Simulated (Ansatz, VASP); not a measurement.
## LiCl in VASP and in Ansatz

```xyz
2
Lattice="0.0064 2.5648 2.5648 2.5712 0.0000 2.5712 2.5648 2.5648 0.0064" Properties=species:S:1:pos:R:3 pbc="T T T"
Li    0.0000    0.0000    0.0000
Cl    2.5712    2.5648    2.5712
```

Change from the starting cell: strain +0.0050 x Voigt [0, 0, 0, 0, 1, 0], atoms carried along.

Alike in both runs: task single point; functional r2SCAN; k mesh 8 × 8 × 8; occupations gaussian, width 0.05 eV; no spin polarisation.

```csv
,VASP,Ansatz
version,VASP 6.6.1,Ansatz 0.2.0
potentials or method,"VASP PAW PBE potentials, release 64 (Li_sv, Cl), cutoff 520 eV","scalar-relativistic, plane waves, PAW"
valence electrons in the cell,10,10
```

Ansatz gave:

- gap on the k mesh at the Fermi level (eV): 7.21
- least direct gap on the mesh (eV): 7.21

Task: Which values does VASP return?

Result: gap on the k mesh at the Fermi level (eV): 7.28; least direct gap on the mesh (eV): 7.28.

VASP's potentials were made for PBE, not for r2SCAN.

Noted on VASP's run: the cutoff is short for stress, so the pressure is rough.
